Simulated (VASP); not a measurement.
# Si2Ni (nickel disilicide) (Fm-3m) in VASP: further runs, part 2 of 2

VASP 6.6.1.

**3. Relaxation of cell and atoms, LDA**

This run uses another cell than the first one, of 13.17 Å³/atom, 1.032 times its volume.

The input, INCAR:

```
SYSTEM = Si2Ni
ALGO = Normal
EDIFF = 1E-6
EDIFFG = -0.002
ENCUT = 600
IBRION = 2
ISIF = 3
ISMEAR = 0
LASPH = .TRUE.
LCHARG = .FALSE.
LREAL = .FALSE.
LWAVE = .FALSE.
NELM = 80
NSW = 100
PREC = Accurate
SIGMA = 0.1
```

The input, KPOINTS:

```
k-points
0
G
  16 16 16
  0 0 0
```

The input, POSCAR:

```
Si2Ni
1.0
    0.0000000000      2.7030000000      2.7030000000
    2.7030000000      0.0000000000      2.7030000000
    2.7030000000      2.7030000000      0.0000000000
Si Ni
2 1
Direct
    0.2500000000      0.2500000000      0.2500000000
    0.7500000000      0.7500000000      0.7500000000
    0.0000000000      0.0000000000      0.0000000000
```

Potentials or basis: VASP PAW LDA potentials, release 64 (Si, Ni).

Command:

```bash
cat potpaw_LDA.64/Si/POTCAR potpaw_LDA.64/Ni/POTCAR > POTCAR
mpirun -np 1 vasp_std > vasp.out
```

OUTCAR:

```text
SYSTEM = Si2Ni
   EDIFF = 1E-6
   EDIFFG = -0.002
   ENCUT = 600
   IBRION = 2
   ISIF = 3
   ISMEAR = 0
   LASPH = .TRUE.
   LREAL = .FALSE.
   NELM = 80
   NSW = 100
   PREC = Accurate

 ion  position               nearest neighbor table
   1  0.250  0.250  0.250-   3 2.34   3 2.34   3 2.34   3 2.34   2 2.70   2 2.70   2 2.70   2 2.70
                             2 2.70   2 2.70
   2  0.750  0.750  0.750-   3 2.34   3 2.34   3 2.34   3 2.34   1 2.70   1 2.70   1 2.70   1 2.70
                             1 2.70   1 2.70
   3  0.000  0.000  0.000-   2 2.34   1 2.34   2 2.34   1 2.34   2 2.34   2 2.34   1 2.34   1 2.34

  LATTYP: Found a face centered cubic cell.
 ALAT       =     5.4060000000

  Lattice vectors:

 A1 = (   0.0000000000,   2.7030000000,   2.7030000000)
 A2 = (   2.7030000000,   0.0000000000,   2.7030000000)
 A3 = (   2.7030000000,   2.7030000000,   0.0000000000)

Analysis of symmetry for initial positions (statically):
=====================================================================
 Subroutine PRICEL returns:
 Original cell was already a primitive cell.

 Routine SETGRP: Setting up the symmetry group for a
 face centered cubic supercell.

 Subroutine GETGRP returns: Found 48 space group operations
 (whereof 48 operations were pure point group operations)
 out of a pool of 48 trial point group operations.

The static configuration has the point symmetry O_h .

Analysis of symmetry for dynamics (positions and initial velocities):
=====================================================================
 Subroutine PRICEL returns:
 Original cell was already a primitive cell.

 Routine SETGRP: Setting up the symmetry group for a
 face centered cubic supercell.

 Subroutine GETGRP returns: Found 48 space group operations
 (whereof 48 operations were pure point group operations)
 out of a pool of 48 trial point group operations.

The dynamic configuration has the point symmetry O_h .

 Subroutine INISYM returns: Found 48 space group operations
[... 134 lines left out ...]
  volume of cell :       39.50
 maximum number of plane-waves:      1363
   NGX = 15   NGY = 15   NGZ = 15

--------------------------------------- Ionic step        1  -------------------------------------------

 number of electron      18.0000004 magnetization

 Free energy of the ion-electron system (eV)
  ---------------------------------------------------
  ext. energy  EPLUGINS =         0.00000000
  ---------------------------------------------------
  free energy    TOTEN  =       -19.88371689 eV

  energy without entropy =      -19.87868634  energy(sigma->0) =      -19.88120162

------------------------ aborting loop because EDIFF is reached ----------------------------------------

  FORCE on cell =-STRESS in cart. coord.  units (eV):
  Direction    XX          YY          ZZ          XY          YZ          ZX
  --------------------------------------------------------------------------------------
  -------------------------------------------------------------------------------------
  Total       -1.1804969     -1.1804969     -1.1804969      0.0000000      0.0000000     -0.0000000
  in kB      -47.8858597    -47.8858597    -47.8858597      0.0000000      0.0000000     -0.0000000
  external PRESSURE =     -47.8858597 kB  Pullay stress =       0.0000000 kB
[... 135 lines left out ...]
--------------------------------------- Ionic step        5  -------------------------------------------

 number of electron      18.0000007 magnetization

 Free energy of the ion-electron system (eV)
  ---------------------------------------------------
  ext. energy  EPLUGINS =         0.00000000
  ---------------------------------------------------
  free energy    TOTEN  =       -19.90133134 eV

  energy without entropy =      -19.89666486  energy(sigma->0) =      -19.89899810

 E-fermi :  10.7980     XC(G=0): -11.8948

 val. band max:       10.7802200705   @ k =   0.3750   0.2500   0.0000
 cond. band min:      10.8096269299   @ k =   0.2500   0.0625   0.0000
 fundamental gap:      0.0294068594
 Fermi energy:        10.7979863663

 k-point     1 :       0.0000    0.0000    0.0000
  band No.  band energies     occupation
      1      -3.2866      2.00000
      2       5.3722      2.00000
      3       5.3722      2.00000
      4       5.3722      2.00000
      5       7.0989      2.00000
      6       7.0989      2.00000
      7      10.6664      1.93721
      8      12.5521      0.00000
      9      12.5521      0.00000
     10      12.5521      0.00000
     11      13.0451      0.00000
     12      13.0451      0.00000
     13      13.0451      0.00000
[... 354 lines left out ...]
  band No.  band energies     occupation
      1      -3.1289      2.00000
      2       5.1014      2.00000
      3       5.3840      2.00000
      4       5.4402      2.00000
      5       7.0379      2.00000
      6       7.1002      2.00000
      7      10.3736      2.00000
      8      11.0302      0.00103
      9      11.7861      0.00000
     10      12.6027      0.00000
     11      12.9072      0.00000
     12      14.1758      0.00000
     13      14.7172      0.00000

 [... further k-points ...]
[... 5 lines left out ...]
  --------------------------------------------------------------------------------------
  -------------------------------------------------------------------------------------
  Total        0.0059988      0.0059988      0.0059988     -0.0000000      0.0000000     -0.0000000
  in kB        0.2507808      0.2507808      0.2507808     -0.0000000      0.0000000     -0.0000000
  external PRESSURE =       0.2507808 kB  Pullay stress =       0.0000000 kB
[... 18 lines left out ...]
  FREE ENERGIE OF THE ION-ELECTRON SYSTEM (eV)
  ---------------------------------------------------
  free  energy   TOTEN  =       -19.9013313448 eV

  energy  without entropy=      -19.8966648603  energy(sigma->0) =      -19.89899810

 reached required accuracy - stopping structural energy minimisation
```

CONTCAR:

```text
Si2Ni
   1.00000000000000
     0.0000000000000000    2.6759870207031939    2.6759870207031939
     2.6759870207031939    0.0000000000000000    2.6759870207031939
     2.6759870207031939    2.6759870207031939   -0.0000000000000000
  Si              Ni
     2     1
Direct
     0.2500000000000000    0.2500000000000000    0.2500000000000000
     0.7500000000000000    0.7500000000000000    0.7500000000000000
     1.0000000000000000    0.0000000000000000    0.0000000000000000

  0.00000000E+00  0.00000000E+00  0.00000000E+00
  0.00000000E+00  0.00000000E+00  0.00000000E+00
  0.00000000E+00  0.00000000E+00  0.00000000E+00
```

Run time: 3.1 min. Hardware: 1 thread of Intel Xeon Platinum 8259CL at 2.50GHz (Skylake/Cascade Lake), shared host; peak memory 0.23 GiB.

Results:

```
Free energy                            : -19.9013 eV
Relaxed volume                         : 12.77 Å³/atom
Relaxed cell                           : a = 3.784 Å, b = 3.784 Å, c = 3.784 Å, α = 60.00°, β = 60.00°, γ = 60.00°
Space group after relaxing (to 0.05 Å) : Fm-3m (No. 225)
Energy gained by relaxing              : 5.9 meV/atom
Ionic steps                            : 5
Pressure after relaxing                : 0.0 GPa
Band gap on the k mesh                 : zero (band 9 reaches 12.55 eV, above the bottom of band 10 at 10.39 eV)
```

The path:
| step | energy change (eV) | largest force (eV/Å) | pressure (GPa) | volume (Å³) |
| --- | --- | --- | --- | --- |
| 1 | 0.0000 | 0.0000 | -4.79 | 39.50 |
| 2 | -0.0024 | 0.0000 | 5.03 | 37.29 |
| 3 | -0.0176 | 0.0000 | -0.04 | 38.33 |
| 4 | -0.0176 | 0.0000 | 0.05 | 38.30 |
| 5 | -0.0176 | 0.0000 | 0.03 | 38.32 |

Final structure:
```xyz
3
Lattice="0.0000 2.6760 2.6760 2.6760 0.0000 2.6760 2.6760 2.6760 0.0000" Properties=species:S:1:pos:R:3 pbc="T T T"
Si    1.3380    1.3380    1.3380
Si    4.0140    4.0140    4.0140
Ni    0.0000    2.6760    2.6760
```

Levels at points of the mesh, in eV from the Fermi level:
```csv
k point,band 5,band 6,band 7,band 8,band 9,band 10,band 11,band 12,band 13
"(0.00, 0.00, 0.00)",-3.70,-3.70,-0.13,1.75,1.75,1.75,2.25,2.25,2.25
"(0.50, 0.00, 0.00)",-3.91,-3.52,-3.52,-1.49,-1.49,1.78,1.84,1.84,2.74
"(0.50, 0.50, 0.00)",-4.62,-3.82,-3.82,-3.61,-3.28,-0.41,1.33,7.79,8.47
```

Spin polarisation is off, so any magnetic state and its effect on volume and gap are missing. LDA usually gives volumes a few per cent too small.
